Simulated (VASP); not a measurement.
Here is a VASP 6.6.1 calculation.

INCAR

```
PREC = Accurate
ENCUT = 520
EDIFF = 1E-6
ISMEAR = 0
SIGMA = 0.15
LREAL = F
LASPH = T
NELM = 100
ALGO = Normal
ISIF = 2
LWAVE = F
LCHARG = T
GGA = PS
IVDW = 12
LELF = T
LVHAR = T
NBANDS = 8
```

File KPOINTS:

```
Automatic mesh
0
Gamma
  22 22 22
```

File POSCAR:

```
Al
1.0
    0.0000000000      2.2719551060      1.6062722599
    2.2719551060      0.0000000000      1.6062722599
    2.2719551060      2.2719551060      0.0000000000
Al
1
Direct
    0.0000000000      0.0000000000      0.0000000000
```

Potentials or basis: VASP PAW PBE potentials, release 64 (Al).

The run is started by

```sh
$ cat potpaw_PBE.64/Al/POTCAR > POTCAR
$ mpirun -np 1 vasp_std > vasp.out
```

Q: What does it give for the pressure?

A: -3.1 GPa.

Q: Predict the band gap on the k mesh.

A: Zero (an odd number of electrons rules out a gap without spin polarisation).

Q: Predict the dispersion energy per atom.

A: -0.316 eV.

Caveat: the cell stands under tension; the PAW data sets were made with another functional, which shifts forces and pressure a little.
